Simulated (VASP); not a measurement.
Input of a VASP 6.6.1 run:

File INCAR:

```
SYSTEM = SiMo3
PREC = Accurate
ENCUT = 520
EDIFF = 1E-6
ISMEAR = 0
SIGMA = 0.1
LREAL = .FALSE.
LASPH = .TRUE.
NELM = 60
ALGO = Fast
ISIF = 2
LWAVE = .FALSE.
LCHARG = .FALSE.
GGA = PE
NBANDS = 56
```

KPOINTS

```
regular mesh
0
G
  12 12 8
  0 0 0
```

Contents of POSCAR:

```
SiMo3
1.0
    5.4205160494      0.0000000000      0.0000000000
   -2.7102580247      4.6943046004      0.0000000000
    0.0000000000      0.0000000000      4.7073600620
Si Mo
2 6
Direct
    0.3333333333      0.6666666667      0.2500000000
    0.6666666667      0.3333333333      0.7500000000
    0.8326769102      0.6653538203      0.2500000000
    0.1673230898      0.8326769102      0.7500000000
    0.3346461797      0.1673230898      0.2500000000
    0.1673230898      0.3346461797      0.7500000000
    0.8326769102      0.1673230898      0.2500000000
    0.6653538203      0.8326769102      0.7500000000
```

Potentials or basis: VASP PAW PBE potentials, release 64 (Si, Mo_sv).

Launch:

```sh
$ cat potpaw_PBE.64/Si/POTCAR potpaw_PBE.64/Mo_sv/POTCAR > POTCAR
$ mpirun -np 1 vasp_std > vasp.out
```

Task: What does it give for the pressure?

Result: 0.4 GPa.

Task: Estimate the band gap on the k mesh.

Result: Zero (bands 46 and 47 overlap by 1.17 eV).
